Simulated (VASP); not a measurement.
# Re (R-3m) in VASP: a series of runs

The runs below take Re through single point, with PBEsol.

Program: VASP 6.6.1. These are calculated values, not measurements. Logs are shortened: lines on timing, memory, paths and dates and some standing lists are left out, and cuts for length are marked.

## Step 1: The cell of the first run

The structure is trigonal, space group R-3m (No. 166). Conventional cell: a = 2.768 Å, b = 2.768 Å, c = 20.096 Å, α = 90.00°, β = 90.00°, γ = 120.00°. Re (site symmetry -3m) has 12 Re at 2.75 to 2.77 Å within 3.6 Å. Within 3.6 Å of Re (site symmetry 3m) lie 12 Re at 2.74 to 2.77 Å.

## Step 2: Single point, PBEsol

The input, INCAR:

```
SYSTEM = Re
  PREC = Accurate
  ENCUT = 520
  EDIFF = 1E-7
  ISMEAR = 0
  SIGMA = 0.25
  LREAL = .FALSE.
  LASPH = .TRUE.
  NELM = 60
  ALGO = Normal
  ISIF = 2
  LWAVE = .FALSE.
  LCHARG = .TRUE.
  GGA = PS
  LELF = .TRUE.
  LVHAR = .TRUE.
  NBANDS = 18
```

The input, KPOINTS:

```
Automatic mesh
0
G
  11 11 11
  0 0 0
```

The input, POSCAR:

```
Re
1.0
    1.3839230000      0.7990080000      6.6986080000
   -1.3839230000      0.7990080000      6.6986080000
    0.0000000000     -1.5980170000      6.6986080000
Re
3
Direct
    0.0000000000      0.0000000000      0.0000000000
    0.2221740000      0.2221740000      0.2221740000
    0.7778260000      0.7778260000      0.7778260000
```

Potentials or basis: VASP PAW PBE potentials, release 64 (Re).

Launch:

```console
$ cat potpaw_PBE.64/Re/POTCAR > POTCAR
$ mpirun -np 1 vasp_std > vasp.out
```

OUTCAR:

```text
SYSTEM = Re
   PREC = Accurate
   ENCUT = 520
   EDIFF = 1E-7
   ISMEAR = 0
   LREAL = .FALSE.
   LASPH = .TRUE.
   NELM = 60
   ISIF = 2
   GGA = PS

 ion  position               nearest neighbor table
   1  0.000  0.000  0.000-   3 2.75   3 2.75   2 2.75   2 2.75   3 2.75   2 2.75
   2  0.222  0.222  0.222-   3 2.74   3 2.74   3 2.74   1 2.75   1 2.75   1 2.75
   3  0.778  0.778  0.778-   2 2.74   2 2.74   2 2.74   1 2.75   1 2.75   1 2.75

  LATTYP: Found a trigonal (rhomboedric) cell.
 ALAT       =     6.8865815752
 COS(alpha) =     0.9192306732

  Lattice vectors:

 A1 = (   1.3839230000,   0.7990080000,   6.6986080000)
 A2 = (  -1.3839230000,   0.7990080000,   6.6986080000)
 A3 = (   0.0000000000,  -1.5980170000,   6.6986080000)

Analysis of symmetry for initial positions (statically):
=====================================================================
 Subroutine PRICEL returns:
 Original cell was already a primitive cell.

 Routine SETGRP: Setting up the symmetry group for a
 trigonal (rhombohedral) supercell.

 Subroutine GETGRP returns: Found 12 space group operations
 (whereof 12 operations were pure point group operations)
 out of a pool of 12 trial point group operations.

The static configuration has the point symmetry D_3d.

Analysis of symmetry for dynamics (positions and initial velocities):
=====================================================================
 Subroutine PRICEL returns:
 Original cell was already a primitive cell.

 Routine SETGRP: Setting up the symmetry group for a
 trigonal (rhombohedral) supercell.

 Subroutine GETGRP returns: Found 12 space group operations
 (whereof 12 operations were pure point group operations)
 out of a pool of 12 trial point group operations.

The dynamic configuration has the point symmetry D_3d.

 Subroutine INISYM returns: Found 12 space group operations
 (whereof 12 operations are pure point group operations),
 and found     1 'primitive' translations

----------------------------------------------------------------------------------------

                                     Primitive cell

  volume of cell :      44.4426

  direct lattice vectors                    reciprocal lattice vectors
     1.383923000  0.799008000  6.698608000     0.361291777  0.208591900  0.049761593
    -1.383923000  0.799008000  6.698608000    -0.361291777  0.208591900  0.049761593
     0.000000000 -1.598017000  6.698608000     0.000000000 -0.417183801  0.049761562

  length of vectors
     6.886581575  6.886581575  6.886581697     0.420141102  0.420141102  0.420141091

  position of ions in fractional coordinates (direct lattice)
     0.000000000  0.000000000  0.000000000
     0.222174000  0.222174000  0.222174000
     0.777826000  0.777826000  0.777826000

  ion indices of the primitive-cell ions
   primitive index   ion index
                 1           1
                 2           2
                 3           3

----------------------------------------------------------------------------------------

 KPOINTS: Automatic mesh

Automatic generation of k-mesh.
 Grid dimensions read from file:
 generate k-points for:   11   11   11

 Generating k-lattice:

  Cartesian coordinates                     Fractional coordinates (reciprocal lattice)
     0.032844707  0.018962900  0.004523781     0.090909091  0.000000000 -0.000000000
    -0.032844707  0.018962900  0.004523781     0.000000000  0.090909091 -0.000000000
     0.000000000 -0.037925800  0.004523778     0.000000000  0.000000000  0.090909091

  Length of vectors
     0.038194646  0.038194646  0.038194645

  Shift w.r.t. Gamma in fractional coordinates (k-lattice)
     0.000000000  0.000000000  0.000000000

 Subroutine IBZKPT returns following result:
 ===========================================

 Found    146 irreducible k-points:

 Following reciprocal coordinates:
            Coordinates               Weight
  0.000000  0.000000  0.000000      1.000000
  0.090909 -0.000000  0.000000      6.000000
  0.181818 -0.000000  0.000000      6.000000
  0.272727 -0.000000  0.000000      6.000000
  0.363636  0.000000  0.000000      6.000000
  0.454545 -0.000000  0.000000      6.000000
[... 16 lines left out ...]
 -0.272727  0.181818  0.000000     12.000000
 -0.181818  0.181818  0.000000      6.000000
 [... further k-points ...]
   k-points           NKPTS =    146   k-points in BZ     NKDIM =    146   number of bands    NBANDS=     18
   number of dos      NEDOS =    301   number of ions     NIONS =      3
   total plane-waves  NPLWV = 157464
   dimension x,y,z NGX =    54 NGY =   54 NGZ =   54
   dimension x,y,z NGXF=   108 NGYF=  108 NGZF=  108
   ions per type =               3
   NGX,Y,Z   is equivalent  to a cutoff of  13.04, 13.04, 13.04 a.u.
   NGXF,Y,Z  is equivalent  to a cutoff of  26.07, 26.07, 26.07 a.u.
 SYSTEM =  Re
   PREC   = accura    normal or accurate (medium, high low for compatibility)
   ISTART =      0    job   : 0-new  1-cont  2-samecut
   ICHARG =      2    charge: 1-file 2-atom 10-const
   ISPIN  =      1    spin polarized calculation?
   LNONCOLLINEAR =      F non collinear calculations
   LSORBIT =      F    spin-orbit coupling
   LASPH  =      T    aspherical Exc in radial PAW
   ENCUT  =  520.0 eV  38.22 Ry    6.18 a.u.  12.80 12.80 12.80*2*pi/ulx,y,z
   NELM   =     60;   NELMIN=  2; NELMDL= -5     # of ELM steps
   EDIFF  = 0.1E-06   stopping-criterion for ELM
   LREAL  =      F    real-space projection
   EDIFFG = 0.1E-05   stopping-criterion for IOM
   NSW    =      0    number of steps for IOM
   IBRION =     -1    ionic relax: 0-MD 1-quasi-New 2-CG
   NFREE  =      0    steps in history (QN), initial steepest desc. (CG)
   ISIF   =      2    stress and relaxation
   ISYM   =      2    0-nonsym 1-usesym 2-fastsym
   POTIM  = 0.5000    time-step for ionic-motion
   TEBEG  =    0.0;   TEEND  =   0.0 temperature during run
   PSTRESS=    0.0 pullay stress
   NELECT =      21.0000    total number of electrons
   NUPDOWN=      -1.0000    fix difference up-down
   EMIN   =  10.00;   EMAX   =-10.00  energy-range for DOS
   EFERMI =   0.00;   METHOD = LEGACY
   ISMEAR =     0;   SIGMA  =   0.25  broadening in eV -4-tet -1-fermi 0-gaus
   EFERMI_NEDOS =   21; number of points for ismear=-14 and -15
   IALGO  =     38    algorithm
   IMIX   =      4    mixing-type and parameters
     AMIX     =   0.40;   BMIX     =  1.00
     AMIX_MAG =   1.60;   BMIX_MAG =  1.00
  volume/ion in A,a.u.               =      14.81        99.97
  Fermi-wavevector in a.u.,A,eV,Ry     =   1.275112  2.409612 22.121848  1.625910
  Thomas-Fermi vector in A             =   2.407842
   LORBIT       =      0    0 simple, 1 ext, 2 COOP (PROOUT), +10 PAW based schemes
   GGA     = PS    functional components
   LHFCALC =     F    Hartree Fock is set to
   AEXX    =    0.0000 exact exchange contribution
   IVDW    =     0    specifies the selected vdW correction
   LEPSILON=     F    determine dielectric tensor
   LRPA    =     F    only Hartree local field effects (RPA)
 non-spin polarized calculation
 Gauss-broadening in eV      SIGMA  =   0.25
  energy-cutoff  :      520.00
  volume of cell :       44.44
 maximum number of plane-waves:      1213
 NGX is ok and might be reduce to    54
   NGX = 25   NGY = 25   NGZ = 25

 number of electron      21.0000001 magnetization

 Free energy of the ion-electron system (eV)
  ---------------------------------------------------
  ext. energy  EPLUGINS =         0.00000000
  ---------------------------------------------------
  free energy    TOTEN  =       -40.08664392 eV

  energy without entropy =      -40.00059611  energy(sigma->0) =      -40.04362001

 E-fermi :   7.7183     XC(G=0): -13.7826

 val. band max:        7.6983263771   @ k =  -0.4545   0.1818   0.1818
 cond. band min:       7.7202323201   @ k =  -0.4545   0.4545   0.0909
 fundamental gap:      0.0219059430
 Fermi energy:         7.7182732400

 k-point     1 :       0.0000    0.0000    0.0000
  band No.  band energies     occupation
      1      -2.2169      2.00000
      2       0.8563      2.00000
      3       0.9113      2.00000
      4       5.7762      2.00000
      5       5.7762      2.00000
      6       5.9006      2.00000
[... 10 lines left out ...]
     17      10.8652      0.00000
     18      10.8652      0.00000

 k-point     2 :       0.0909   -0.0000    0.0000
  band No.  band energies     occupation
      1      -1.8788      2.00000
      2       1.1492      2.00000
      3       1.2725      2.00000
      4       5.0713      2.00000
      5       5.2891      2.00000
      6       5.6391      2.00000
[... 10 lines left out ...]
     17      10.8665      0.00000
     18      11.3021      0.00000

 k-point     3 :       0.1818   -0.0000    0.0000
  band No.  band energies     occupation
      1      -0.9485      2.00000
      2       1.8355      2.00000
      3       2.1740      2.00000
      4       4.0476      2.00000
      5       4.4123      2.00000
      6       5.0251      2.00000
[... 10 lines left out ...]
     17      11.2280      0.00000
     18      12.4674      0.00000

 k-point     4 :       0.2727   -0.0000    0.0000
  band No.  band energies     occupation
      1       0.2693      2.00000
      2       2.0620      2.00000
      3       2.7612      2.00000
      4       3.4040      2.00000
      5       3.7611      2.00000
      6       4.8181      2.00000
[... 375 lines left out ...]
      4       3.2965      2.00000
      5       3.6364      2.00000
      6       4.6581      2.00000
[... 10 lines left out ...]
     17      15.0002      0.00000
     18      15.2678      0.00000

 k-point    23 :      -0.2727    0.1818    0.0000
  band No.  band energies     occupation
      1       2.0682      2.00000
      2       2.4404      2.00000
      3       2.7339      2.00000
      4       3.4131      2.00000
      5       3.9099      2.00000
      6       4.6155      2.00000
[... 10 lines left out ...]
     17      13.9805      0.00000
     18      14.6768      0.00000

 k-point    24 :      -0.1818    0.1818    0.0000
  band No.  band energies     occupation
      1       1.0680      2.00000
      2       2.7904      2.00000
      3       2.8314      2.00000
      4       3.6923      2.00000
      5       3.8461      2.00000
      6       4.4019      2.00000
[... 10 lines left out ...]
     17      13.3492      0.00000
     18      13.4930      0.00000

 [... further k-points ...]
[... 5 lines left out ...]
  --------------------------------------------------------------------------------------
  -------------------------------------------------------------------------------------
  Total       -1.7277068     -1.7277068     -1.8542507      0.0000000      0.0000001      0.0000000
  in kB      -62.2847273    -62.2847299    -66.8467021      0.0000000      0.0000033      0.0000000
  external PRESSURE =     -63.8053865 kB  Pullay stress =       0.0000000 kB

 VOLUME and BASIS-vectors are now :
 -----------------------------------------------------------------------------
  energy-cutoff  :      520.00
  volume of cell :       44.44
      direct lattice vectors                 reciprocal lattice vectors
     1.383923000  0.799008000  6.698608000     0.361291777  0.208591900  0.049761593
    -1.383923000  0.799008000  6.698608000    -0.361291777  0.208591900  0.049761593
     0.000000000 -1.598017000  6.698608000     0.000000000 -0.417183801  0.049761562

 POSITION                                       TOTAL-FORCE (eV/Angst)
 -----------------------------------------------------------------------------------
      0.00000      0.00000      0.00000        -0.000000     -0.000000      0.000000
      0.00000     -0.00000      4.46477         0.000000     -0.000000      0.006863
      0.00000     -0.00000     15.63105         0.000000      0.000000     -0.006863
 -----------------------------------------------------------------------------------
    total drift:                                0.000000     -0.000000      0.000000

  FREE ENERGIE OF THE ION-ELECTRON SYSTEM (eV)
  ---------------------------------------------------
  free  energy   TOTEN  =       -40.0866439208 eV

  energy  without entropy=      -40.0005961054  energy(sigma->0) =      -40.04362001
```

It took 14 min on 1 thread of Intel Xeon Platinum 8259CL at 2.50GHz (Skylake/Cascade Lake), shared host; peak memory 0.44 GiB.

What came out:

- Free energy: -40.0866 eV
- Pressure: -6.4 GPa
- Largest force: 0.007 eV/Å

Forces on the atoms (eV/Å):
```
Re   0.000  0.000  0.000
Re   0.000  0.000  0.007
Re   0.000  0.000 -0.007
```

Caveat: the PAW data sets were made with another functional, which shifts forces and pressure a little; spin-orbit coupling is left out, which moves the levels of the heavy elements.

## Step 3: Single point, PBEsol

The input, INCAR:

```
  PREC = Accurate
  ENCUT = 520
  EDIFF = 1E-6
  ISMEAR = 0
  SIGMA = 0.15
  LREAL = F
  LASPH = T
  NELM = 100
  ALGO = Normal
  ISIF = 2
  LWAVE = F
  LCHARG = F
  GGA = PS
  NBANDS = 18
```

The input, KPOINTS:

```
regular mesh
0
Gamma
  11 11 11
```

POSCAR is that of step 2.

Potentials or basis: VASP PAW PBE potentials, release 64 (Re).

Launch:

```console
$ cat potpaw_PBE.64/Re/POTCAR > POTCAR
$ mpirun -np 1 vasp_std > vasp.out
```

Run time: 11 min. Hardware: 1 thread of Intel Xeon Platinum 8259CL at 2.50GHz (Skylake/Cascade Lake), shared host; peak memory 0.43 GiB.

Results (log left out):

```yaml
Free_energy: -40.0589 eV
Pressure: -6.4 GPa
Largest_force: 0.018 eV/Å
```

Forces on the atoms (eV/Å):
```
Re   0.000  0.000  0.000
Re   0.000  0.000  0.018
Re   0.000  0.000 -0.018
```

Stress tensor (GPa, compression positive):
```
-6.31  0.00  0.00
 0.00 -6.31  0.00
 0.00  0.00 -6.70
```

Levels at points of the mesh, in eV from the Fermi level:
| k point | band 6 | band 7 | band 8 | band 9 | band 10 | band 11 | band 12 | band 13 | band 14 | band 15 |
| --- | --- | --- | --- | --- | --- | --- | --- | --- | --- | --- |
| (0.00, 0.00, 0.00) | -1.81 | -1.76 | -1.60 | -1.53 | -1.53 | -1.14 | -1.14 | 0.56 | 0.56 | 2.59 |

Caveat: the PAW data sets were made with another functional, which shifts forces and pressure a little; spin-orbit coupling is left out, which moves the levels of the heavy elements.

## Step 4: Single point, PBEsol

The input, INCAR:

```
SYSTEM = Re
PREC = Accurate
ENCUT = 520
EDIFF = 1E-6
ISMEAR = 0
SIGMA = 0.1
LREAL = .FALSE.
LASPH = .TRUE.
NELM = 60
ALGO = Normal
ISIF = 2
LWAVE = .FALSE.
LCHARG = .FALSE.
GGA = PS
NBANDS = 18
```

The input, KPOINTS:

```
Automatic mesh
0
G
  11 11 11
  0 0 0
```

POSCAR is that of step 3.

Launch:

```console
$ cat potpaw_PBE.64/Re/POTCAR > POTCAR
$ mpirun -np 1 vasp_std > vasp.out
```

It took 12 min on 1 thread of Intel Xeon Platinum 8259CL at 2.50GHz (Skylake/Cascade Lake), shared host; peak memory 0.44 GiB.

The run converged. Its results:

| Item | Value |
| --- | --- |
| Free energy | -40.0503 eV |
| Pressure | -6.4 GPa |
| Largest force | 0.031 eV/Å |

Forces on the atoms (eV/Å):
```
Re   0.000  0.000  0.000
Re   0.000  0.000  0.031
Re   0.000  0.000 -0.031
```

Stress tensor (GPa, compression positive):
```
-6.31  0.00  0.00
 0.00 -6.31  0.00
 0.00  0.00 -6.71
```

Levels at points of the mesh, in eV from the Fermi level:
| k point | band 7 | band 8 | band 9 | band 10 | band 11 | band 12 | band 13 | band 14 |
| --- | --- | --- | --- | --- | --- | --- | --- | --- |
| (0.00, 0.00, 0.00) | -1.76 | -1.60 | -1.52 | -1.52 | -1.14 | -1.14 | 0.56 | 0.56 |

Caveat: the PAW data sets were made with another functional, which shifts forces and pressure a little; spin-orbit coupling is left out, which moves the levels of the heavy elements.

## Step 5: Single point, PBEsol

The input, INCAR:

```
ALGO = Normal
EDIFF = 1E-6
ENCUT = 520
GGA = PS
ISIF = 2
ISMEAR = 0
LASPH = T
LCHARG = T
LELF = T
LREAL = F
LVHAR = T
LWAVE = F
NBANDS = 18
NELM = 60
PREC = Accurate
SIGMA = 0.05
```

The input, KPOINTS:

```
k-points
0
Gamma
  11 11 11
```

POSCAR is that of step 4.

Launch:

```console
$ cat potpaw_PBE.64/Re/POTCAR > POTCAR
$ mpirun -np 1 vasp_std > vasp.out
```

It took 11 min on 1 thread of Intel Xeon Platinum 8259CL at 2.50GHz (Skylake/Cascade Lake), shared host; peak memory 0.44 GiB.

The run converged. Its results:

| Item | Value |
| --- | --- |
| Free energy | -40.0452 eV |
| Pressure | -6.4 GPa |
| Largest force | 0.048 eV/Å |

Forces on the atoms (eV/Å):
```
Re   0.000  0.000  0.000
Re   0.000  0.000  0.048
Re   0.000  0.000 -0.048
```

Stress tensor (GPa, compression positive):
```
-6.27  0.00  0.00
 0.00 -6.27  0.00
 0.00  0.00 -6.72
```

Levels at points of the mesh, in eV from the Fermi level:
| k point | band 7 | band 8 | band 9 | band 10 | band 11 | band 12 | band 13 | band 14 |
| --- | --- | --- | --- | --- | --- | --- | --- | --- |
| (0.00, 0.00, 0.00) | -1.76 | -1.59 | -1.52 | -1.52 | -1.14 | -1.14 | 0.56 | 0.56 |

Caveat: the PAW data sets were made with another functional, which shifts forces and pressure a little; spin-orbit coupling is left out, which moves the levels of the heavy elements.

## Step 6: Single point, PBEsol

The input, INCAR:

```
SYSTEM = Re
PREC = Accurate ; ENCUT = 520
EDIFF = 1E-6 ; ISMEAR = 0
SIGMA = 0.025 ; LREAL = .FALSE.
LASPH = .TRUE. ; NELM = 60
ALGO = Normal ; ISIF = 2
LWAVE = .FALSE. ; LCHARG = .FALSE.
GGA = PS ; NBANDS = 18
```

The input, KPOINTS:

```
regular mesh
0
G
  11 11 11
  0 0 0
```

POSCAR is that of step 5.

Potentials or basis: VASP PAW PBE potentials, release 64 (Re).

Launch:

```console
$ cat potpaw_PBE.64/Re/POTCAR > POTCAR
$ mpirun -np 1 vasp_std > vasp.out
```

It took 11 min on 1 thread of Intel Xeon Platinum 8259CL at 2.50GHz (Skylake/Cascade Lake), shared host; peak memory 0.43 GiB.

The run converged. Its results:

* Free energy: -40.0440 eV
* Pressure: -6.4 GPa
* Largest force: 0.050 eV/Å

Forces in eV/Å, atoms in the order of the input:
```
Re   0.000  0.000  0.000
Re   0.000  0.000  0.050
Re   0.000  0.000 -0.050
```

Stress tensor (GPa, compression positive):
```
-6.28  0.00  0.00
 0.00 -6.28  0.00
 0.00  0.00 -6.64
```

Levels at points of the mesh, in eV from the Fermi level:
```
           k point  band 8  band 9  band 10  band 11  band 12  band 13
(0.00, 0.00, 0.00)   -1.59   -1.52    -1.52    -1.13    -1.13     0.56
```

Caveat: the PAW data sets were made with another functional, which shifts forces and pressure a little; spin-orbit coupling is left out, which moves the levels of the heavy elements.

## Step 7: The runs side by side

| smearing | gap on the mesh (eV) | pressure (GPa) | largest force (eV/Å) |
| --- | --- | --- | --- |
| gaussian 0.25 eV | none | -6.4 | 0.01 |
| gaussian 0.15 eV | none | -6.4 | 0.02 |
| gaussian 0.1 eV | none | -6.4 | 0.03 |
| gaussian 0.05 eV | none | -6.4 | 0.05 |
| gaussian 0.025 eV | none | -6.4 | 0.05 |

Alike in all rows: task single point; level PBEsol; potentials or basis VASP PAW PBE potentials, release 64 (Re); no spin polarisation; cell as given; k mesh 11 × 11 × 11; cutoff (eV) 520.

Every run on the cell as given and a fine mesh finds a metal.

Caveats: the PAW data sets were made with another functional, which shifts forces and pressure a little; spin-orbit coupling is left out, which moves the levels of the heavy elements.

Total energies depend on the potentials used, so only differences within one code and one set of settings carry meaning.
